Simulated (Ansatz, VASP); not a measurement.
# One calculation of C, two programs

```xyz
2
Lattice="1.2333 0.7120 4.2137 -1.2333 0.7120 4.2137 0.0000 -1.4240 4.2137" Properties=species:S:1:pos:R:3 pbc="T T T"
C     0.0000    0.0000    2.1068
C     0.0000    0.0000   10.5343
```

Alike in both runs: task relaxation of cell and atoms; functional PBE; k mesh 18 × 18 × 18; occupations gaussian, width 0.01 eV; no spin polarisation.

|  | VASP | Ansatz |
| --- | --- | --- |
| version | VASP 6.6.1 | Ansatz 0.2.0 |
| potentials or method | VASP PAW PBE potentials, release 64 (C), cutoff 600 eV | scalar-relativistic, plane waves, PAW |
| valence electrons in the cell | 8 | 8 |

```csv
,VASP,Ansatz,Ansatz less VASP
"gap on the k mesh at the Fermi level, each at its own relaxed structure (eV)",0.24,0.14,-0.093
relaxed volume (Å³/atom),10.37,11.10,+0.728
relaxed cell length with the largest relative difference (Å),4.187,4.448,+0.2611
```

One of these differences is far larger than is usual between the two programs; its cause wasn't traced.
